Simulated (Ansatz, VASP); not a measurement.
**CaSe in VASP and in Ansatz**

```
Ca Se
1.0
     0.00000    3.39900    3.34950
     3.39900    0.00000    3.34950
     3.39900    3.39900    0.00000
Ca Se
1 1
Cartesian
  0.0000 0.0000 0.0000
  5.0985 5.0985 5.0243
```

Change from the starting cell: strain +0.030 along x and y, +0.015 along z, atoms carried along.

Alike in both runs: task single point; functional LDA; k mesh 6 × 6 × 6; occupations gaussian, width 0.05 eV; no spin polarisation.

|  | VASP | Ansatz |
| --- | --- | --- |
| version | VASP 6.6.1 | Ansatz 0.2.0 |
| potentials or method | VASP PAW LDA potentials, release 64 (Ca_sv, Se), cutoff 520 eV | scalar-relativistic, plane waves, PAW |
| valence electrons in the cell | 16 | 26 |

|  | VASP | Ansatz | Ansatz less VASP |
| --- | --- | --- | --- |
| gap on the k mesh at the Fermi level (eV) | 2.66 | 2.65 | -0.013 |
| least direct gap on the mesh (eV) | 2.73 | 2.72 | -0.015 |
| pressure (GPa) | -4.3 | -4.4 | -0.09 |
| traceless stress, the component that is largest in VASP (GPa) | 0.10 | 0.11 | +0.002 |

LDA's correlation is that of Perdew and Zunger in VASP and of Perdew and Wang (1992) in Ansatz. VASP's potentials hold 16 valence electrons a cell and Ansatz's 26, so a difference there can come from the potentials and not from the codes.
